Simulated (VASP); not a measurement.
The system is Zr2N.

```
Zr N
1.0
     5.41300    0.00000    0.00000
     0.00000    5.41300    0.00000
     0.00000    0.00000    3.30779
Zr N
4 2
Direct
  0.29613 0.29613 0.00000
  0.70387 0.70387 0.00000
  0.79613 0.20387 0.50000
  0.20387 0.79613 0.50000
  0.00000 0.00000 0.00000
  0.50000 0.50000 0.50000
```

Base run:

```yaml
Program: VASP 6.6.1
Functional: r2SCAN
Potentials_or_basis: VASP PAW PBE potentials, release 64 (Zr_sv, N)
Cutoff: 520 eV
k_mesh: 4 × 4 × 6, shifted
Occupations: gaussian, width 0.1 eV
Spin: no spin polarisation
```

Its results: band gap on the k mesh zero (bands 29 and 30 overlap by 1.48 eV); pressure 0.0 GPa.

Q: The run is repeated on the same cell with these changes: k mesh from 4 × 4 × 6, shifted to 1 × 1 × 2, through Γ. What comes out?

A: Band gap on the k mesh zero (bands 29 and 30 overlap by 2.05 eV); pressure 2.8 GPa.

Caveats: some runs use coarse meshes; the PAW data sets were made with another functional, which shifts forces and pressure a little.
